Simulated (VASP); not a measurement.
A run of VASP 6.6.1 is set up as follows.

File POSCAR:

```
ZnSe
1.0
    0.0000000000      2.8338000000      2.8338000000
    2.8338000000      0.0000000000      2.8338000000
    2.8338000000      2.8338000000      0.0000000000
Se Zn
1 1
Direct
    0.7500000000      0.7500000000      0.7500000000
    0.0000000000      0.0000000000      0.0000000000
```

Contents of INCAR.step1:

```
SYSTEM = ZnSe
PREC = Accurate ; ENCUT = 550
ISMEAR = 1 ; SIGMA = 0.025
LREAL = .FALSE. ; LASPH = .TRUE.
NELM = 200 ; MAGMOM = 0.354 0.354 0 0 0 0
LSORBIT = .TRUE. ; GGA_COMPAT = .FALSE.
NBANDS = 30 ; GGA = PE
ALGO = Normal ; EDIFF = 1E-5
LWAVE = .TRUE. ; LCHARG = .FALSE.
```

INCAR.step2

```
SYSTEM = ZnSe
PREC = Accurate ; ENCUT = 550
EDIFF = 1E-6 ; ISMEAR = 1
SIGMA = 0.025 ; LREAL = .FALSE.
LASPH = .TRUE. ; NELM = 200
ALGO = Normal ; ISIF = 2
LWAVE = .FALSE. ; LCHARG = .TRUE.
MAGMOM = 0.354 0.354 0 0 0 0 ; LORBIT = 11
LSORBIT = .TRUE. ; GGA_COMPAT = .FALSE.
LORBMOM = .TRUE. ; METAGGA = R2SCAN
LMIXTAU = .TRUE. ; IVDW = 12
VDW_S6 = 1.0 ; VDW_S8 = 0.78981345
VDW_A1 = 0.49484001 ; VDW_A2 = 5.73083694
LVHAR = .TRUE. ; NBANDS = 30
ISTART = 1
```

File KPOINTS:

```
Automatic mesh
0
G
  8 8 8
  0 0 0
```

Potentials or basis: VASP PAW PBE potentials, release 64 (Se, Zn).

The run is started by

```console
$ cat potpaw_PBE.64/Se/POTCAR potpaw_PBE.64/Zn/POTCAR > POTCAR
$ cp INCAR.step1 INCAR
$ mpirun -np 1 vasp_ncl > vasp.out
$ cp INCAR.step2 INCAR
$ mpirun -np 1 vasp_ncl > vasp.out
```

Task: Estimate the pressure.

Result: -1.0 GPa.

Task: Predict the net moment.

Result: 0.00 μB per cell.

Moments on the atoms (μB; x, y, z):
```
Se  0.00 0.00 0.00
Zn  0.00 0.00 0.00
```

Caveat: the PAW data sets were made with another functional, which shifts forces and pressure a little.
